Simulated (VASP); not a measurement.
Wanted: the native input for a VASP 6.6.1 run.

- Task: single point
- Functional: PBE
- Potentials or basis: VASP PAW PBE potentials, release 64 (Pd)
- Cutoff: 520 eV
- k mesh: 12 × 12 × 12
- Occupations: gaussian, width 0.013 eV
- Spin: no spin polarisation
- Dipole correction: no
- Further INCAR settings: ALGO = Fast; EDIFF = 1e-06; NBANDS = 11

The structure of Pd lies in POSCAR:

```
Pd
1.0
    0.0000000000      1.9465000000      1.9465000000
    1.9465000000      0.0000000000      1.9465000000
    1.9465000000      1.9465000000      0.0000000000
Pd
1
Direct
    0.0000000000      0.0000000000      0.0000000000
```

These files were run (other wordings do the same):

INCAR

```
SYSTEM = Pd
ALGO = Fast ; EDIFF = 1E-6
ENCUT = 520 ; GGA = PE
ISIF = 2 ; ISMEAR = 0
LASPH = .TRUE. ; LCHARG = .TRUE.
LELF = .TRUE. ; LREAL = .FALSE.
LVHAR = .TRUE. ; LWAVE = .FALSE.
NBANDS = 11 ; NELM = 80
PREC = Accurate ; SIGMA = 0.013000000000000001
```

KPOINTS

```
k-points
0
G
  12 12 12
  0 0 0
```

Potentials or basis: VASP PAW PBE potentials, release 64 (Pd).

Run with:

```bash
$ cat potpaw_PBE.64/Pd/POTCAR > POTCAR
$ mpirun -np 1 vasp_std > vasp.out
```

It gave:

```yaml
Pressure: 6.7 GPa
Band_gap_on_the_k_mesh: zero (band 5 reaches 10.06 eV, above the bottom of band 6 at 8.48 eV)
```

Run time: 19 s on 1 thread of AMD EPYC 7R13, on a shared host, peak memory 0.1 GiB.
